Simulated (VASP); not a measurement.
Set up this calculation in VASP 6.6.1, as the native input.

```yaml
Task: single point
Functional: LDA
Potentials_or_basis: VASP PAW LDA potentials, release 64 (La, Pb_d)
Cutoff: 520 eV
k_mesh: 5 × 5 × 5
Occupations: gaussian, width 0.25 eV
Spin: no spin polarisation
Dipole_correction: no
Further_INCAR_settings: ALGO = Normal; EDIFF = 1e-07; NBANDS = 34
```

The structure of LaPb3 lies in POSCAR:

```
LaPb3
1.0
    4.8930000000      0.0000000000      0.0000000000
    0.0000000000      4.8930000000      0.0000000000
    0.0000000000      0.0000000000      4.8930000000
La Pb
1 3
Direct
    0.0000000000      0.0000000000      0.0000000000
    0.0000000000      0.5000000000      0.5000000000
    0.5000000000      0.0000000000      0.5000000000
    0.5000000000      0.5000000000      0.0000000000
```

One way to write it, as run:

INCAR

```
SYSTEM = LaPb3
ALGO = Normal
EDIFF = 1E-7
ENCUT = 520
GGA = CA
ISIF = 2
ISMEAR = 0
LASPH = .True.
LCHARG = .False.
LREAL = .False.
LWAVE = .False.
NBANDS = 34
NELM = 80
PREC = Accurate
SIGMA = 0.25
```

KPOINTS

```
k-points
0
Gamma
  5 5 5
  0 0 0
```

Potentials or basis: VASP PAW LDA potentials, release 64 (La, Pb_d).

The run is started by

```bash
$ cat potpaw_LDA.64/La/POTCAR potpaw_LDA.64/Pb_d/POTCAR > POTCAR
$ mpirun -np 1 vasp_std > vasp.out
```

It gave:

```yaml
Pressure: -2.0 GPa
```

Run time: 62 s on 1 thread of Intel Xeon 8259CL, with other jobs on the host, peak memory 0.2 GiB.
